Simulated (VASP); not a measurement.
# WC (P3m1) in VASP: a series of runs

Runs on WC. Level: PBEsol. Tasks: single point.

All numbers are computed with VASP 6.6.1; they aren't measurements. Logs are shortened: lines on timing, memory, paths and dates and some standing lists are left out, and cuts for length are marked.

## (1) The cell of the first run

Symmetry: P3m1, No. 156, trigonal system. Conventional cell: a = 2.898 Å, b = 2.898 Å, c = 2.828 Å, α = 90.00°, β = 90.00°, γ = 120.00°. W (site symmetry 3m) has 6 C at 2.09 to 2.30 Å and 8 W at 2.83 to 2.90 Å within 2.9 Å. Within 2.9 Å of C (site symmetry 3m) lie 6 W at 2.09 to 2.30 Å and 8 C at 2.83 to 2.90 Å.

## (2) Single point, PBEsol (atoms displaced along a vibrational mode)

The input, INCAR:

```
SYSTEM = WC
  PREC = Accurate
  ENCUT = 520
  EDIFF = 1E-6
  ISMEAR = 0
  SIGMA = 0.15
  LREAL = .FALSE.
  LASPH = .TRUE.
  NELM = 80
  ALGO = Normal
  ISIF = 2
  LWAVE = .FALSE.
  LCHARG = .FALSE.
  GGA = PS
  NBANDS = 16
```

The input, KPOINTS:

```
regular mesh
0
G
  24 24 22
  0 0 0
```

The input, POSCAR:

```
WC
1.0
    2.8984136670      0.0000000000      0.0000000000
   -1.4492068335      2.5100998663      0.0000000000
    0.0000000000      0.0000000000      2.8276119036
W C
1 1
Direct
    0.0000000000      0.0000000000      0.0034658568
    0.6666666667      0.3333333333      0.4469517016
```

Potentials or basis: VASP PAW PBE potentials, release 64 (W_sv, C).

On the command line:

```bash
$ cat potpaw_PBE.64/W_sv/POTCAR potpaw_PBE.64/C/POTCAR > POTCAR
$ mpirun -np 1 vasp_std > vasp.out
```

OUTCAR:

```text
SYSTEM = WC
   PREC = Accurate
   ENCUT = 520
   EDIFF = 1E-6
   ISMEAR = 0
   LREAL = .FALSE.
   LASPH = .TRUE.
   NELM = 80
   ISIF = 2
   GGA = PS

 ion  position               nearest neighbor table
   1  0.000  0.000  0.003-   2 2.09   2 2.09   2 2.09   2 2.30   2 2.30   2 2.30
   2  0.667  0.333  0.447-   1 2.09   1 2.09   1 2.09   1 2.30   1 2.30   1 2.30

  LATTYP: Found a hexagonal cell.
 ALAT       =     2.8984136670
 C/A-ratio  =     0.9755722366

  Lattice vectors:

 A1 = (   2.8984136670,   0.0000000000,   0.0000000000)
 A2 = (  -1.4492068335,   2.5100998663,   0.0000000000)
 A3 = (   0.0000000000,   0.0000000000,   2.8276119036)

Analysis of symmetry for initial positions (statically):
=====================================================================
 Subroutine PRICEL returns:
 Original cell was already a primitive cell.

 Routine SETGRP: Setting up the symmetry group for a
 hexagonal supercell.

 Subroutine GETGRP returns: Found  6 space group operations
 (whereof  6 operations were pure point group operations)
 out of a pool of 24 trial point group operations.

The static configuration has the point symmetry C_3v.

Analysis of symmetry for dynamics (positions and initial velocities):
=====================================================================
 Subroutine PRICEL returns:
 Original cell was already a primitive cell.

 Routine SETGRP: Setting up the symmetry group for a
 hexagonal supercell.

 Subroutine GETGRP returns: Found  6 space group operations
 (whereof  6 operations were pure point group operations)
 out of a pool of 24 trial point group operations.

The dynamic configuration has the point symmetry C_3v.

 Subroutine INISYM returns: Found  6 space group operations
 (whereof  6 operations are pure point group operations),
 and found     1 'primitive' translations

----------------------------------------------------------------------------------------

                                     Primitive cell

  volume of cell :      20.5717

  direct lattice vectors                    reciprocal lattice vectors
     2.898413667  0.000000000  0.000000000     0.345016314  0.199195262  0.000000000
    -1.449206833  2.510099866  0.000000000     0.000000000  0.398390524  0.000000000
     0.000000000  0.000000000  2.827611904     0.000000000  0.000000000  0.353655323

  length of vectors
     2.898413667  2.898413667  2.827611904     0.398390524  0.398390524  0.353655323

  position of ions in fractional coordinates (direct lattice)
     0.000000000  0.000000000  0.003465857
     0.666666667  0.333333333  0.446951702

  ion indices of the primitive-cell ions
   primitive index   ion index
                 1           1
                 2           2

----------------------------------------------------------------------------------------

 KPOINTS: regular mesh

Automatic generation of k-mesh.
 Grid dimensions read from file:
 generate k-points for:   24   24   22

 Generating k-lattice:

  Cartesian coordinates                     Fractional coordinates (reciprocal lattice)
     0.014375680  0.008299803  0.000000000     0.041666667  0.000000000  0.000000000
     0.000000000  0.016599605  0.000000000     0.000000000  0.041666667  0.000000000
     0.000000000  0.000000000  0.016075242     0.000000000  0.000000000  0.045454545

  Length of vectors
     0.016599605  0.016599605  0.016075242

  Shift w.r.t. Gamma in fractional coordinates (k-lattice)
     0.000000000  0.000000000  0.000000000

 Subroutine IBZKPT returns following result:
 ===========================================

 Found   1212 irreducible k-points:

 Following reciprocal coordinates:
            Coordinates               Weight
  0.000000  0.000000  0.000000      1.000000
  0.041667 -0.000000  0.000000      6.000000
  0.083333  0.000000  0.000000      6.000000
  0.125000  0.000000  0.000000      6.000000
  0.166667  0.000000  0.000000      6.000000
  0.208333  0.000000  0.000000      6.000000
[... 16 lines left out ...]
  0.416667  0.041667  0.000000     12.000000
  0.458333  0.041667  0.000000     12.000000
 [... further k-points ...]
   k-points           NKPTS =   1212   k-points in BZ     NKDIM =   1212   number of bands    NBANDS=     16
   number of dos      NEDOS =    301   number of ions     NIONS =      2
   total plane-waves  NPLWV =  13824
   dimension x,y,z NGX =    24 NGY =   24 NGZ =   24
   dimension x,y,z NGXF=    48 NGYF=   48 NGZF=   48
   ions per type =               1   1
   NGX,Y,Z   is equivalent  to a cutoff of  13.77, 13.77, 14.11 a.u.
   NGXF,Y,Z  is equivalent  to a cutoff of  27.53, 27.53, 28.22 a.u.
 SYSTEM =  WC
   PREC   = accura    normal or accurate (medium, high low for compatibility)
   ISTART =      0    job   : 0-new  1-cont  2-samecut
   ICHARG =      2    charge: 1-file 2-atom 10-const
   ISPIN  =      1    spin polarized calculation?
   LNONCOLLINEAR =      F non collinear calculations
   LSORBIT =      F    spin-orbit coupling
   LASPH  =      T    aspherical Exc in radial PAW
   ENCUT  =  520.0 eV  38.22 Ry    6.18 a.u.   5.39  5.39  5.26*2*pi/ulx,y,z
   NELM   =     80;   NELMIN=  2; NELMDL= -5     # of ELM steps
   EDIFF  = 0.1E-05   stopping-criterion for ELM
   LREAL  =      F    real-space projection
   EDIFFG = 0.1E-04   stopping-criterion for IOM
   NSW    =      0    number of steps for IOM
   IBRION =     -1    ionic relax: 0-MD 1-quasi-New 2-CG
   NFREE  =      0    steps in history (QN), initial steepest desc. (CG)
   ISIF   =      2    stress and relaxation
   ISYM   =      2    0-nonsym 1-usesym 2-fastsym
   POTIM  = 0.5000    time-step for ionic-motion
   TEBEG  =    0.0;   TEEND  =   0.0 temperature during run
   PSTRESS=    0.0 pullay stress
   NELECT =      18.0000    total number of electrons
   NUPDOWN=      -1.0000    fix difference up-down
   EMIN   =  10.00;   EMAX   =-10.00  energy-range for DOS
   EFERMI =   0.00;   METHOD = LEGACY
   ISMEAR =     0;   SIGMA  =   0.15  broadening in eV -4-tet -1-fermi 0-gaus
   EFERMI_NEDOS =   21; number of points for ismear=-14 and -15
   IALGO  =     38    algorithm
   IMIX   =      4    mixing-type and parameters
     AMIX     =   0.40;   BMIX     =  1.00
     AMIX_MAG =   1.60;   BMIX_MAG =  1.00
  volume/ion in A,a.u.               =      10.29        69.41
  Fermi-wavevector in a.u.,A,eV,Ry     =   1.565820  2.958971 33.358675  2.451793
  Thomas-Fermi vector in A             =   2.668240
   LORBIT       =      0    0 simple, 1 ext, 2 COOP (PROOUT), +10 PAW based schemes
   GGA     = PS    functional components
   LHFCALC =     F    Hartree Fock is set to
   AEXX    =    0.0000 exact exchange contribution
   IVDW    =     0    specifies the selected vdW correction
   LEPSILON=     F    determine dielectric tensor
   LRPA    =     F    only Hartree local field effects (RPA)
 non-spin polarized calculation
 Gauss-broadening in eV      SIGMA  =   0.15
  energy-cutoff  :      520.00
  volume of cell :       20.57
 maximum number of plane-waves:       580
 NGX is ok and might be reduce to    24
   NGX = 11   NGY = 11   NGZ = 11

 number of electron      18.0000000 magnetization

 Free energy of the ion-electron system (eV)
  ---------------------------------------------------
  ext. energy  EPLUGINS =         0.00000000
  ---------------------------------------------------
  free energy    TOTEN  =       -23.71037905 eV

  energy without entropy =      -23.70715192  energy(sigma->0) =      -23.70876548

 E-fermi :  11.0914     XC(G=0): -13.9600

 val. band max:       11.0874604787   @ k =   0.0417   0.0417   0.0909
 cond. band min:      11.1011061221   @ k =   0.0833   0.0000   0.0000
 fundamental gap:      0.0136456433
 Fermi energy:        11.0914281463

 k-point     1 :       0.0000    0.0000    0.0000
  band No.  band energies     occupation
      1     -62.8087      2.00000
      2     -26.8015      2.00000
      3     -26.7118      2.00000
      4     -26.7118      2.00000
      5      -3.4270      2.00000
      6       6.3782      2.00000
[... 8 lines left out ...]
     15      24.7737      0.00000
     16      27.8956      0.00000

 k-point     2 :       0.0417   -0.0000    0.0000
  band No.  band energies     occupation
      1     -62.8076      2.00000
      2     -26.7997      2.00000
      3     -26.7272      2.00000
      4     -26.7153      2.00000
      5      -3.3799      2.00000
      6       6.3937      2.00000
[... 8 lines left out ...]
     15      24.7275      0.00000
     16      27.9894      0.00000

 k-point     3 :       0.0833    0.0000    0.0000
  band No.  band energies     occupation
      1     -62.8046      2.00000
      2     -26.7954      2.00000
      3     -26.7709      2.00000
      4     -26.7255      2.00000
      5      -3.2405      2.00000
      6       6.4122      2.00000
[... 8 lines left out ...]
     15      24.6264      0.00000
     16      28.2641      0.00000

 k-point     4 :       0.1250    0.0000    0.0000
  band No.  band energies     occupation
      1     -62.7997      2.00000
      2     -26.8453      2.00000
      3     -26.7833      2.00000
      4     -26.7417      2.00000
      5      -3.0155      2.00000
      6       6.3294      2.00000
[... 8 lines left out ...]
     15      24.5422      0.00000
     16      28.7020      0.00000
[... 324 lines left out ...]
 k-point    22 :       0.3750    0.0417    0.0000
  band No.  band energies     occupation
      1     -62.7530      2.00000
      2     -27.4812      2.00000
      3     -26.9010      2.00000
      4     -26.6963      2.00000
      5      -0.5017      2.00000
      6       4.2456      2.00000
[... 8 lines left out ...]
     15      25.4203      0.00000
     16      27.5767      0.00000

 k-point    23 :       0.4167    0.0417    0.0000
  band No.  band energies     occupation
      1     -62.7490      2.00000
      2     -27.5333      2.00000
      3     -26.9143      2.00000
      4     -26.6887      2.00000
      5      -0.2272      2.00000
      6       4.0929      2.00000
[... 8 lines left out ...]
     15      24.6675      0.00000
     16      28.0562      0.00000

 k-point    24 :       0.4583    0.0417    0.0000
  band No.  band energies     occupation
      1     -62.7469      2.00000
      2     -27.5601      2.00000
      3     -26.9212      2.00000
      4     -26.6848      2.00000
      5      -0.0778      2.00000
      6       4.0153      2.00000
[... 8 lines left out ...]
     15      24.2100      0.00000
     16      28.3591      0.00000

 [... further k-points ...]
[... 5 lines left out ...]
  --------------------------------------------------------------------------------------
  -------------------------------------------------------------------------------------
  Total        0.8222263      0.8222263      1.1333366      0.0000000      0.0000000      0.0000000
  in kB       64.0369728     64.0369728     88.2669907      0.0000000      0.0000000      0.0000000
  external PRESSURE =      72.1136454 kB  Pullay stress =       0.0000000 kB

 VOLUME and BASIS-vectors are now :
 -----------------------------------------------------------------------------
  energy-cutoff  :      520.00
  volume of cell :       20.57
      direct lattice vectors                 reciprocal lattice vectors
     2.898413667  0.000000000  0.000000000     0.345016314  0.199195262  0.000000000
    -1.449206833  2.510099866  0.000000000     0.000000000  0.398390524  0.000000000
     0.000000000  0.000000000  2.827611904     0.000000000  0.000000000  0.353655323

 POSITION                                       TOTAL-FORCE (eV/Angst)
 -----------------------------------------------------------------------------------
      0.00000      0.00000      0.00980        -0.000000      0.000000     -2.448326
      1.44921      0.83670      1.26381         0.000000      0.000000      2.448326
 -----------------------------------------------------------------------------------
    total drift:                               -0.000000     -0.000000      0.000346

  FREE ENERGIE OF THE ION-ELECTRON SYSTEM (eV)
  ---------------------------------------------------
  free  energy   TOTEN  =       -23.7103790457 eV

  energy  without entropy=      -23.7071519238  energy(sigma->0) =      -23.70876548
```

Wall time 3.1 min (1 thread of Intel Xeon Platinum 8488C (Sapphire Rapids), shared host); peak memory 0.48 GiB.

What came out:

```
Free energy            : -23.7104 eV
Pressure               : 7.2 GPa
Largest force          : 2.448 eV/Å
Band gap on the k mesh : zero (bands 9 and 10 overlap by 1.38 eV)
```

Forces in eV/Å, atoms in the order of the input:
```
W    0.000  0.000 -2.448
C    0.000  0.000  2.448
```

Levels at points of the mesh, in eV from the Fermi level:
```
           k point  band 7  band 8  band 9  band 10  band 11  band 12
(0.00, 0.00, 0.00)   -3.57   -3.57    0.56     3.09     3.09     6.05
(0.50, 0.00, 0.00)   -3.96   -3.21   -0.81     2.67     4.58     4.82
(0.00, 0.00, 0.50)   -2.40   -2.40   -0.49    -0.49     3.91     4.74
(0.50, 0.00, 0.50)   -4.43   -4.11    0.31     4.41     5.37     6.60
```

Caveat: the cell differs from its parent crystal (atoms displaced along a vibrational mode); the cell stands under pressure; the PAW data sets were made with another functional, which shifts forces and pressure a little; spin-orbit coupling is left out, which moves the levels of the heavy elements.

## (3) Single point, PBEsol (atoms displaced along a vibrational mode)

The input, INCAR:

```
SYSTEM = WC
ALGO = Normal
EDIFF = 1E-7
ENCUT = 520
GGA = PS
ISIF = 2
ISMEAR = 0
LASPH = .TRUE.
LCHARG = .FALSE.
LREAL = .FALSE.
LWAVE = .FALSE.
NBANDS = 16
NELM = 60
PREC = Accurate
SIGMA = 0.15
```

The input, KPOINTS:

```
k-points
0
G
  24 24 22
  0 0 0
```

The input, POSCAR:

```
WC
1.0
    2.8984136670      0.0000000000      0.0000000000
   -1.4492068335      2.5100998663      0.0000000000
    0.0000000000      0.0000000000      2.8276119036
W C
1 1
Direct
    0.0000000000      0.0000000000     -0.0060652494
    0.6666666667      0.3333333333      0.5928345222
```

Potentials or basis: VASP PAW PBE potentials, release 64 (W_sv, C).

On the command line:

```bash
$ cat potpaw_PBE.64/W_sv/POTCAR potpaw_PBE.64/C/POTCAR > POTCAR
$ mpirun -np 1 vasp_std > vasp.out
```

Wall time 2.7 min (1 thread of Intel Xeon Platinum 8488C (Sapphire Rapids), shared host); peak memory 0.49 GiB.

The run converged. Its results:

```yaml
Free_energy: -23.2880 eV
Pressure: 19.3 GPa
Largest_force: 4.635 eV/Å
Band_gap_on_the_k_mesh: zero (bands 9 and 10 overlap by 1.71 eV)
```

Forces in eV/Å, atoms in the order of the input:
```
W    0.000  0.000  4.635
C    0.000  0.000 -4.635
```

Stress tensor (GPa, compression positive):
```
18.67  0.00  0.00
 0.00 18.67  0.00
 0.00  0.00 20.44
```

Levels at points of the mesh, in eV from the Fermi level:
| k point | band 5 | band 6 | band 7 | band 8 | band 9 | band 10 | band 11 | band 12 | band 13 | band 14 |
| --- | --- | --- | --- | --- | --- | --- | --- | --- | --- | --- |
| (0.00, 0.00, 0.00) | -14.66 | -5.35 | -4.06 | -4.06 | 1.25 | 2.74 | 2.74 | 6.22 | 6.55 | 6.55 |
| (0.50, 0.00, 0.00) | -11.43 | -7.21 | -4.27 | -2.87 | -1.47 | 2.99 | 4.44 | 4.51 | 4.97 | 11.21 |
| (0.00, 0.00, 0.50) | -11.05 | -8.57 | -3.12 | -3.12 | -0.46 | -0.46 | 4.16 | 5.03 | 5.03 | 9.07 |
| (0.50, 0.00, 0.50) | -11.52 | -7.12 | -4.64 | -4.05 | 0.20 | 4.12 | 5.23 | 6.25 | 8.92 | 9.96 |

Caveat: the cell differs from its parent crystal (atoms displaced along a vibrational mode); the cell stands under pressure; the PAW data sets were made with another functional, which shifts forces and pressure a little; spin-orbit coupling is left out, which moves the levels of the heavy elements.

## (4) Single point, PBEsol (atoms displaced along a vibrational mode)

The input, INCAR:

```
SYSTEM = WC
PREC = Accurate
ENCUT = 520
EDIFF = 1E-6
ISMEAR = 0
SIGMA = 0.15
LREAL = .False.
LASPH = .True.
NELM = 100
ALGO = Normal
ISIF = 2
LWAVE = .False.
LCHARG = .False.
GGA = PS
NBANDS = 16
```

The input, KPOINTS:

```
regular mesh
0
Gamma
  24 24 22
  0 0 0
```

The input, POSCAR:

```
WC
1.0
    2.8984136670      0.0000000000      0.0000000000
   -1.4492068335      2.5100998663      0.0000000000
    0.0000000000      0.0000000000      2.8276119036
W C
1 1
Direct
    0.0000000000      0.0000000000     -0.0043323210
    0.6666666667      0.3333333333      0.5663103730
```

On the command line:

```bash
$ cat potpaw_PBE.64/W_sv/POTCAR potpaw_PBE.64/C/POTCAR > POTCAR
$ mpirun -np 1 vasp_std > vasp.out
```

Wall time 2.2 min (1 thread of Intel Xeon Platinum 8488C (Sapphire Rapids), shared host); peak memory 0.48 GiB.

Results (log left out):

| Quantity | Value |
| --- | --- |
| Free energy | -23.5987 eV |
| Pressure | 10.5 GPa |
| Largest force | 3.152 eV/Å |
| Band gap on the k mesh | zero (bands 9 and 10 overlap by 1.34 eV) |

Forces in eV/Å, atoms in the order of the input:
```
W    0.000  0.000  3.152
C    0.000  0.000 -3.152
```

Stress tensor (GPa, compression positive):
```
 9.59  0.00  0.00
 0.00  9.59  0.00
 0.00  0.00 12.41
```

Levels at points of the mesh, in eV from the Fermi level:
| k point | band 7 | band 8 | band 9 | band 10 | band 11 | band 12 |
| --- | --- | --- | --- | --- | --- | --- |
| (0.00, 0.00, 0.00) | -3.71 | -3.71 | 0.76 | 2.98 | 2.98 | 6.19 |
| (0.50, 0.00, 0.00) | -4.06 | -3.11 | -1.01 | 2.78 | 4.56 | 4.71 |
| (0.00, 0.00, 0.50) | -2.62 | -2.62 | -0.47 | -0.47 | 3.98 | 4.82 |
| (0.50, 0.00, 0.50) | -4.49 | -4.09 | 0.28 | 4.33 | 5.33 | 6.49 |

Caveat: the cell differs from its parent crystal (atoms displaced along a vibrational mode); the cell stands under pressure; the PAW data sets were made with another functional, which shifts forces and pressure a little; spin-orbit coupling is left out, which moves the levels of the heavy elements.

## (5) Summary

| cell | gap on the mesh (eV) | pressure (GPa) | largest force (eV/Å) |
| --- | --- | --- | --- |
| as given, atomic positions A | none | 7.2 | 2.45 |
| as given, atomic positions B | none | 19.3 | 4.64 |
| as given, atomic positions C | none | 10.5 | 3.15 |

Alike in all rows: task single point; level PBEsol; potentials or basis VASP PAW PBE potentials, release 64 (W_sv, C); no spin polarisation; k mesh 24 × 24 × 22; cutoff (eV) 520; smearing gaussian 0.15 eV.

Caveats: the cell stands under pressure; the PAW data sets were made with another functional, which shifts forces and pressure a little; spin-orbit coupling is left out, which moves the levels of the heavy elements.

Total energies depend on the potentials used, so only differences within one code and one set of settings carry meaning.
